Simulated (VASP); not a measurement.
# Os (P6_3/mmc) in VASP: a series of runs

Os is run at these levels: r2SCAN; tasks: single point.

Program: VASP 6.6.1. These are calculated values, not measurements. Logs are shortened: lines on timing, memory, paths and dates and some standing lists are left out, and cuts for length are marked.

## 1. The cell of the first run

The structure is hexagonal, space group P6_3/mmc (No. 194). Conventional cell: a = 2.736 Å, b = 2.736 Å, c = 4.322 Å, α = 90.00°, β = 90.00°, γ = 120.00°. Within 3.5 Å of Os (site symmetry -6m2) lie 12 Os at 2.68 to 2.74 Å.

## 2. Single point, r2SCAN

POSCAR reads:

```
Os
1.0
    2.7363086566      0.0000000000      0.0000000000
   -1.3681543283      2.3697128092      0.0000000000
    0.0000000000      0.0000000000      4.3224283910
Os
2
Direct
    0.3333333333      0.6666666667      0.2500000000
    0.6666666667      0.3333333333      0.7500000000
```

INCAR.step1 reads:

```
SYSTEM = Os
ALGO = Normal ; EDIFF = 1E-5
ENCUT = 550 ; GGA = PE
GGA_COMPAT = .FALSE. ; ISMEAR = 0
LASPH = .TRUE. ; LCHARG = .FALSE.
LREAL = .FALSE. ; LWAVE = .TRUE.
NBANDS = 23 ; NELM = 120
PREC = Accurate ; SIGMA = 0.1
```

INCAR.step2 reads:

```
SYSTEM = Os
ALGO = Normal ; EDIFF = 1E-6
ENCUT = 550 ; GGA_COMPAT = .FALSE.
ISIF = 2 ; ISMEAR = 0
ISTART = 1 ; LASPH = .TRUE.
LCHARG = .FALSE. ; LMIXTAU = .TRUE.
LREAL = .FALSE. ; LWAVE = .FALSE.
METAGGA = R2SCAN ; NBANDS = 23
NELM = 120 ; PREC = Accurate
SIGMA = 0.1
```

KPOINTS reads:

```
k-points
0
G
  18 18 10
  0 0 0
```

Potentials or basis: VASP PAW PBE potentials, release 64 (Os_sv_GW).

Launch:

```console
cat potpaw_PBE.64/Os_sv_GW/POTCAR > POTCAR
cp INCAR.step1 INCAR
mpirun -np 1 vasp_std > vasp.out
cp INCAR.step2 INCAR
mpirun -np 1 vasp_std > vasp.out
```

OUTCAR:

```text
SYSTEM = Os
   EDIFF = 1E-6
   ENCUT = 550
   ISIF = 2
   ISMEAR = 0
   ISTART = 1
   LASPH = .TRUE.
   LREAL = .FALSE.
   METAGGA = R2SCAN
   NELM = 120
   PREC = Accurate

 ion  position               nearest neighbor table
   1  0.333  0.667  0.250-   2 2.68   2 2.68   2 2.68   2 2.68   2 2.68   2 2.68
   2  0.667  0.333  0.750-   1 2.68   1 2.68   1 2.68   1 2.68   1 2.68   1 2.68

  LATTYP: Found a hexagonal cell.
 ALAT       =     2.7363086566
 C/A-ratio  =     1.5796567323

  Lattice vectors:

 A1 = (   2.7363086566,   0.0000000000,   0.0000000000)
 A2 = (  -1.3681543283,   2.3697128092,   0.0000000000)
 A3 = (   0.0000000000,   0.0000000000,   4.3224283910)

Analysis of symmetry for initial positions (statically):
=====================================================================
 Subroutine PRICEL returns:
 Original cell was already a primitive cell.

 Routine SETGRP: Setting up the symmetry group for a
 hexagonal supercell.

 Subroutine GETGRP returns: Found 24 space group operations
 (whereof 12 operations were pure point group operations)
 out of a pool of 24 trial point group operations.

The static configuration has the point symmetry D_3d.
 The point group associated with its full space group is D_6h.

Analysis of symmetry for dynamics (positions and initial velocities):
=====================================================================
 Subroutine PRICEL returns:
 Original cell was already a primitive cell.

 Routine SETGRP: Setting up the symmetry group for a
 hexagonal supercell.

 Subroutine GETGRP returns: Found 24 space group operations
 (whereof 12 operations were pure point group operations)
 out of a pool of 24 trial point group operations.

The dynamic configuration has the point symmetry D_3d.
 The point group associated with its full space group is D_6h.

 Subroutine INISYM returns: Found 24 space group operations
 (whereof 12 operations are pure point group operations),
 and found     1 'primitive' translations

----------------------------------------------------------------------------------------

                                     Primitive cell

  volume of cell :      28.0278

  direct lattice vectors                    reciprocal lattice vectors
     2.736308657  0.000000000  0.000000000     0.365455848  0.210996032  0.000000000
    -1.368154328  2.369712809  0.000000000     0.000000000  0.421992064  0.000000000
     0.000000000  0.000000000  4.322428391     0.000000000  0.000000000  0.231351432

  length of vectors
[... 81 lines left out ...]
   NELM   =    120;   NELMIN=  2; NELMDL=  0     # of ELM steps
   EDIFF  = 0.1E-05   stopping-criterion for ELM
   LREAL  =      F    real-space projection
   EDIFFG = 0.1E-04   stopping-criterion for IOM
   NSW    =      0    number of steps for IOM
   IBRION =     -1    ionic relax: 0-MD 1-quasi-New 2-CG
   NFREE  =      0    steps in history (QN), initial steepest desc. (CG)
   ISIF   =      2    stress and relaxation
   ISYM   =      2    0-nonsym 1-usesym 2-fastsym
   POTIM  = 0.5000    time-step for ionic-motion
   TEBEG  =    0.0;   TEEND  =   0.0 temperature during run
   PSTRESS=    0.0 pullay stress
   NELECT =      32.0000    total number of electrons
   NUPDOWN=      -1.0000    fix difference up-down
   EMIN   =  10.00;   EMAX   =-10.00  energy-range for DOS
   EFERMI =   0.00;   METHOD = LEGACY
   ISMEAR =     0;   SIGMA  =   0.10  broadening in eV -4-tet -1-fermi 0-gaus
   EFERMI_NEDOS =   21; number of points for ismear=-14 and -15
   IALGO  =     38    algorithm
   IMIX   =      4    mixing-type and parameters
     AMIX     =   0.40;   BMIX     =  1.00
     AMIX_MAG =   1.60;   BMIX_MAG =  1.00
  volume/ion in A,a.u.               =      14.01        94.57
  Fermi-wavevector in a.u.,A,eV,Ry     =   1.711047  3.233410 39.833532  2.927682
  Thomas-Fermi vector in A             =   2.789233
   LORBIT       =      0    0 simple, 1 ext, 2 COOP (PROOUT), +10 PAW based schemes
   METAGGA = R2SCAN    functional components
   LHFCALC =     F    Hartree Fock is set to
   AEXX    =    0.0000 exact exchange contribution
   IVDW    =     0    specifies the selected vdW correction
   LEPSILON=     F    determine dielectric tensor
   LRPA    =     F    only Hartree local field effects (RPA)
 non-spin polarized calculation
 Gauss-broadening in eV      SIGMA  =   0.10
  energy-cutoff  :      550.00
  volume of cell :       28.03
 maximum number of plane-waves:       840
 NGX is ok and might be reduce to    24
   NGX = 11   NGY = 11   NGZ = 17

 number of electron      32.0000000 magnetization

 Free energy of the ion-electron system (eV)
  ---------------------------------------------------
  ext. energy  EPLUGINS =         0.00000000
  ---------------------------------------------------
  free energy    TOTEN  =      -108.17525946 eV

  energy without entropy =     -108.16786912  energy(sigma->0) =     -108.17156429

 E-fermi :  13.5500     XC(G=0): -16.0092

 val. band max:       13.5424797508   @ k =   0.1667   0.0556   0.3000
 cond. band min:      13.5567134006   @ k =   0.2778   0.0000   0.1000
 fundamental gap:      0.0142336498
 Fermi energy:        13.5500065293

 k-point     1 :       0.0000    0.0000    0.0000
  band No.  band energies     occupation
      1     -75.2056      2.00000
      2     -75.0767      2.00000
      3     -34.5848      2.00000
      4     -33.5907      2.00000
      5     -33.5907      2.00000
      6     -33.4019      2.00000
[... 613 lines left out ...]
     22      24.3557      0.00000
     23      26.1808      0.00000

 [... further k-points ...]

------------------------ aborting loop because EDIFF is reached ----------------------------------------

  FORCE on cell =-STRESS in cart. coord.  units (eV):
  Direction    XX          YY          ZZ          XY          YZ          ZX
  --------------------------------------------------------------------------------------
  -------------------------------------------------------------------------------------
  Total       -0.3393727     -0.3393727     -0.3368397      0.0000000      0.0000000      0.0000000
  in kB      -19.3998718    -19.3998718    -19.2550758      0.0000000      0.0000000      0.0000000
  external PRESSURE =     -19.3516065 kB  Pullay stress =       0.0000000 kB

 VOLUME and BASIS-vectors are now :
 -----------------------------------------------------------------------------
  energy-cutoff  :      550.00
  volume of cell :       28.03
      direct lattice vectors                 reciprocal lattice vectors
     2.736308657  0.000000000  0.000000000     0.365455848  0.210996032  0.000000000
    -1.368154328  2.369712809  0.000000000     0.000000000  0.421992064  0.000000000
     0.000000000  0.000000000  4.322428391     0.000000000  0.000000000  0.231351432

 POSITION                                       TOTAL-FORCE (eV/Angst)
 -----------------------------------------------------------------------------------
     -0.00000      1.57981      1.08061         0.000000      0.000000      0.000000
      1.36815      0.78990      3.24182        -0.000000      0.000000      0.000000
 -----------------------------------------------------------------------------------
    total drift:                               -0.000000      0.000000     -0.000000

  FREE ENERGIE OF THE ION-ELECTRON SYSTEM (eV)
  ---------------------------------------------------
  free  energy   TOTEN  =      -108.1752594590 eV

  energy  without entropy=     -108.1678691199  energy(sigma->0) =     -108.17156429
```

OSZICAR.step1:

```text
N       E                     dE             d eps       ncg     rms          rms(c)
DAV:   1     0.326195807111E+03    0.32620E+03   -0.23562E+04 10556   0.155E+03
DAV:   2    -0.165315640056E+02   -0.34273E+03   -0.32768E+03 12318   0.481E+02
DAV:   3    -0.268991728646E+02   -0.10368E+02   -0.10291E+02 12347   0.809E+01
DAV:   4    -0.269374235723E+02   -0.38251E-01   -0.38239E-01 11269   0.551E+00
DAV:   5    -0.269375588978E+02   -0.13533E-03   -0.13531E-03 12562   0.289E-01    0.107E+02
DAV:   6    -0.249853236636E+02    0.19522E+01   -0.30791E+00 11297   0.133E+01    0.554E+01
DAV:   7    -0.247426752395E+02    0.24265E+00   -0.14014E+00 12270   0.853E+00    0.111E+01
DAV:   8    -0.247139552607E+02    0.28720E-01   -0.11571E-01 11192   0.311E+00    0.121E+00
DAV:   9    -0.247133852810E+02    0.56998E-03   -0.22107E-03 12362   0.353E-01    0.585E-01
DAV:  10    -0.247132250597E+02    0.16022E-03   -0.22034E-04 10961   0.170E-01    0.368E-01
DAV:  11    -0.247132320023E+02   -0.69426E-05   -0.22312E-06  6954   0.176E-02
   1 F= -.24713232E+02 E0= -.24709443E+02  d E =-.757888E-02
```

Wall time 3.9 min (1 thread of Intel Xeon 6975P-C (Granite Rapids), shared host); peak memory 0.26 GiB.

What came out:

```yaml
Free_energy: -108.1753 eV
Pressure: -1.9 GPa
Band_gap_on_the_k_mesh: zero (bands 16 and 17 overlap by 4.08 eV)
```

Levels at points of the mesh, in eV from the Fermi level:
```tsv
k point	band 13	band 14	band 15	band 16	band 17	band 18	band 19	band 20
(0.00, 0.00, 0.00)	-2.89	-2.29	-2.29	-1.63	-1.63	-0.03	1.75	1.75
(0.50, 0.00, 0.00)	-3.05	-2.70	-1.94	2.12	2.71	2.82	4.59	5.95
(0.00, 0.00, 0.50)	-3.36	-3.36	-3.36	-3.36	0.93	0.93	0.93	0.93
(0.50, 0.00, 0.50)	-1.26	-1.26	-0.21	-0.21	2.48	2.48	3.42	3.42
```

Caveat: the PAW data sets were made with another functional, which shifts forces and pressure a little; spin-orbit coupling is left out, which moves the levels of the heavy elements.

## 3. Single point, r2SCAN

POSCAR reads:

```
Os
1.0
    2.7380156933      0.0000000000      0.0000000000
   -1.3690078467      2.3711911464      0.0000000000
    0.0000000000      0.0000000000      4.3204352427
Os
2
Direct
    0.3333333333      0.6666666667      0.2500000000
    0.6666666667      0.3333333333      0.7500000000
```

INCAR.step1 reads:

```
PREC = Accurate
ENCUT = 550
ISMEAR = -1
SIGMA = 0.15
LREAL = False
LASPH = True
NELM = 120
NBANDS = 23
GGA = PE
ALGO = Normal
EDIFF = 1E-5
LWAVE = True
LCHARG = False
GGA_COMPAT = False
```

INCAR.step2 reads:

```
PREC = Accurate
ENCUT = 550
EDIFF = 1E-6
ISMEAR = -1
SIGMA = 0.15
LREAL = False
LASPH = True
NELM = 120
ALGO = Normal
ISIF = 2
LWAVE = False
LCHARG = False
METAGGA = R2SCAN
LMIXTAU = True
NBANDS = 23
ISTART = 1
GGA_COMPAT = False
```

KPOINTS reads:

```
regular mesh
0
Gamma
  18 18 10
```

Potentials or basis: VASP PAW PBE potentials, release 64 (Os_sv_GW).

Launch:

```console
cat potpaw_PBE.64/Os_sv_GW/POTCAR > POTCAR
cp INCAR.step1 INCAR
mpirun -np 1 vasp_std > vasp.out
cp INCAR.step2 INCAR
mpirun -np 1 vasp_std > vasp.out
```

Wall time 13 min (1 thread of AMD EPYC 7R43 (Zen 3), shared host); peak memory 0.23 GiB.

The run converged. Its results:

```yaml
Free_energy: -108.2186 eV
Pressure: -1.9 GPa
Band_gap_on_the_k_mesh: zero (bands 16 and 17 overlap by 4.07 eV)
```

Levels at points of the mesh, in eV from the Fermi level:
| k point | band 13 | band 14 | band 15 | band 16 | band 17 | band 18 | band 19 | band 20 |
| --- | --- | --- | --- | --- | --- | --- | --- | --- |
| (0.00, 0.00, 0.00) | -2.89 | -2.31 | -2.31 | -1.66 | -1.66 | -0.04 | 1.73 | 1.73 |
| (0.50, 0.00, 0.00) | -3.07 | -2.71 | -1.95 | 2.10 | 2.68 | 2.81 | 4.57 | 5.92 |
| (0.00, 0.00, 0.50) | -3.38 | -3.38 | -3.38 | -3.38 | 0.91 | 0.91 | 0.91 | 0.91 |
| (0.50, 0.00, 0.50) | -1.29 | -1.29 | -0.23 | -0.23 | 2.45 | 2.45 | 3.40 | 3.40 |

Caveat: the PAW data sets were made with another functional, which shifts forces and pressure a little; spin-orbit coupling is left out, which moves the levels of the heavy elements.
